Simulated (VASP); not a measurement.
Runs of VASP 6.6.1 on CsAl3. The structure is that of space group Pm-3m (No. 221), or close to it. The cells are those of the table. 

```csv
task,cell,k mesh,cutoff (eV),gap on the mesh (eV),pressure (GPa),relaxed volume (Å³/atom)
relaxation of cell and atoms,"relaxed from a = 4.790 Å, 4 atoms",10 × 10 × 10,600,none,0.0,27.91
single point,"a = 4.790 Å, 4 atoms",4 × 4 × 4,520,none,(a),-
single point,"a = 4.812 Å, 4 atoms",10 × 10 × 10,520,none,0.0,-
relaxation of cell and atoms,"relaxed from a = 4.457 Å, 4 atoms",4 × 4 × 4,600,none,0.0,27.79
```

Alike in all rows: level PBE; potentials or basis VASP PAW PBE potentials, release 64 (Cs_sv, Al); no spin polarisation; smearing gaussian 0.1 eV.

Fill in the values left out.

(a) 0.2.

Caveats: spin-orbit coupling is left out, which moves the levels of the heavy elements; the volume moved by over 15 % at a fixed basis, so the end points are rough (at least some runs).

A k mesh can miss the band edges, and the runs leave out spin-orbit coupling on Cs.

A gap of «none» marks levels without a gap at the run's occupations.
